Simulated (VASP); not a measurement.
## LiF: single point with PBEsol+D3(BJ)

Crystal: LiF.

```
Li F
1.0
     2.48951    0.00000    0.00000
     0.00000    2.48951    0.00000
     0.00000    0.00000    2.48951
Li F
1 1
Direct
  0.00000 0.00000 0.00000
  0.50000 0.50000 0.50000
```

```json
{
  "Program": "VASP 6.6.1",
  "Task": "single point",
  "Functional": "PBEsol",
  "Dispersion": "D3(BJ)",
  "Potentials or basis": "VASP PAW PBE potentials, release 64 (Li_sv, F)",
  "Cutoff": "520 eV",
  "k mesh": "8 × 8 × 8",
  "Occupations": "methfessel-paxton, width 0.02 eV",
  "Spin": "no spin polarisation"
}
```

```json
{
  "Band gap on the k mesh": "8.09 eV, indirect (least direct gap 8.86 eV)",
  "Dispersion energy per atom": "-0.153 eV"
}
```

Levels at points of the mesh, in eV from the valence-band top:
| k point | band 1 | band 2 | band 3 | band 4 | band 5 | band 6 | band 7 | band 8 | band 9 | band 10 |
| --- | --- | --- | --- | --- | --- | --- | --- | --- | --- | --- |
| (0.00, 0.00, 0.00) | -42.04 | -21.06 | -0.77 | -0.77 | -0.77 | 8.09 | 19.07 | 19.07 | 21.79 | 21.79 |
| (0.50, 0.00, 0.00) | -41.97 | -20.52 | -4.12 | -0.32 | -0.32 | 9.39 | 14.81 | 20.97 | 20.97 | 24.62 |
| (0.50, 0.50, 0.00) | -41.92 | -19.87 | -3.69 | -3.69 | 0.00 | 13.73 | 14.16 | 14.16 | 20.11 | 24.89 |
| (0.50, 0.50, 0.50) | -41.87 | -19.34 | -2.56 | -2.56 | -2.56 | 11.14 | 11.14 | 11.14 | 25.19 | 25.19 |

It took 7.1 s on 1 thread of Intel(R) Xeon(R) Platinum 8259CL CPU @ 2.50GHz (Skylake/Cascade Lake), with other jobs on the host, peak memory 0.13 GiB.

 A k mesh can miss the band edges.
